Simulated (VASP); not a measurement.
A run of VASP 6.6.1 is set up as follows.

INCAR

```
  PREC = Accurate
  ENCUT = 520
  EDIFF = 1E-6
  ISMEAR = -1
  SIGMA = 0.05
  LREAL = F
  LASPH = T
  NELM = 80
  ALGO = Normal
  ISIF = 2
  LWAVE = F
  LCHARG = T
  GGA = PE
  LELF = T
  LVHAR = T
  NBANDS = 17
```

Contents of KPOINTS:

```
regular mesh
0
Gamma
  8 8 8
```

POSCAR

```
PbS
1.0
    2.1404630743      1.2357969321      3.4973414117
   -2.1404630743      1.2357969321      3.4973414117
    0.0000000000     -2.4715938643      3.4973414117
Pb S
1 1
Direct
    0.9805657800      0.9805657800      0.9805657800
    0.4750355500      0.4750355500      0.4750355500
```

Potentials or basis: VASP PAW PBE potentials, release 64 (Pb_d, S).

Command:

```sh
$ cat potpaw_PBE.64/Pb_d/POTCAR potpaw_PBE.64/S/POTCAR > POTCAR
$ mpirun -np 1 vasp_std > vasp.out
```

Q: What does it give for the band gap on the k mesh?

A: 0.58 eV, direct.

Q: Predict the pressure.

A: -1.2 GPa.

Caveat: spin-orbit coupling is left out, which moves the levels of the heavy elements. A k mesh can miss the band edges.
